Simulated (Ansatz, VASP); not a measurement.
## Cr in VASP and in Ansatz

INCAR

```
PREC     = Accurate       # precision mode
ENCUT    = 520            # plane-wave cutoff, eV
EDIFF    = 1E-6           # SCF threshold, eV
ISMEAR   = -1             # smearing method
SIGMA    = 0.1            # smearing width, eV
LREAL    = F              # projectors in reciprocal space
LASPH    = T              # aspherical terms in the spheres
NELM     = 100            # most SCF steps
ALGO     = Normal         # electronic algorithm
ISIF     = 2              # what is computed and relaxed
LWAVE    = F              # write WAVECAR
LCHARG   = F              # write CHGCAR
NBANDS   = 19             # bands
```

The input KPOINTS:

```
Automatic mesh
0
Gamma
  17 17 15
```

File POSCAR:

```
Cr
1.0
   -2.8187064438      2.8192699525      1.1809304870
    2.8192699525     -2.8187064438      1.1809304870
    1.7227893753      1.7227893753     -1.1798984197
Cr
2
Direct
    0.0000206302      0.9999793698      1.0000000000
    0.7499793698      0.2500206302      0.5000000000
```

Input for Ansatz:

```yaml
crystal:
  lattice:
    - [-2.8187064438, 2.8192699525, 1.180930487]
    - [2.8192699525, -2.8187064438, 1.180930487]
    - [1.7227893753, 1.7227893753, -1.1798984197]
  atoms:
    - { symbol: Cr, position: [2.06302e-05, 0.9999793698, 1.0] }
    - { symbol: Cr, position: [0.7499793698, 0.2500206302, 0.5] }
hamiltonian:
  xc: lda
  pseudopotentials:
    kind: paw
    azcp:
      Cr: "pseudopotentials/Cr.paw.azcp"
basis:
  ecutwfc: 420
  fft_grid_basis: typed
kpoints:
  mp_grid: { grid: [17, 17, 15], shift: [0, 0, 0] }
magnetization:
  spin_polarized: false
scf:
  occupations: { method: fermi_dirac, width: 0.1 }
  lower_state_search: "off"
output:
  stress: true
  write_density: true
  write_potential: true
  elf: true
  volumetric_format: npy
```

Alike in both runs: task single point; functional LDA; k mesh 17 × 17 × 15; occupations fermi-dirac, width 0.1 eV; no spin polarisation.

|  | VASP | Ansatz |
| --- | --- | --- |
| version | VASP 6.6.1 | Ansatz 0.2.0 |
| potentials or method | VASP PAW LDA potentials, release 64 (Cr_pv), cutoff 520 eV | plane waves (420 eV) with PAW, scalar-relativistic |
| valence electrons in the cell | 24 | 28 |

VASP gave:

| Item | Value |
| --- | --- |
| pressure (GPa) | -10.2 |
| traceless stress, the component that is largest in VASP (GPa) | 0.25 |

What did Ansatz give for the same quantities?

Pressure (GPa): -10.3; traceless stress, the component that is largest in VASP (GPa): 0.34.

Ansatz warns that its potentials were made for another functional, while VASP's fit it. LDA's correlation is that of Perdew and Zunger in VASP and of Perdew and Wang (1992) in Ansatz. VASP's potentials hold 24 valence electrons a cell and Ansatz's 28, so a difference there can come from the potentials and not from the codes.
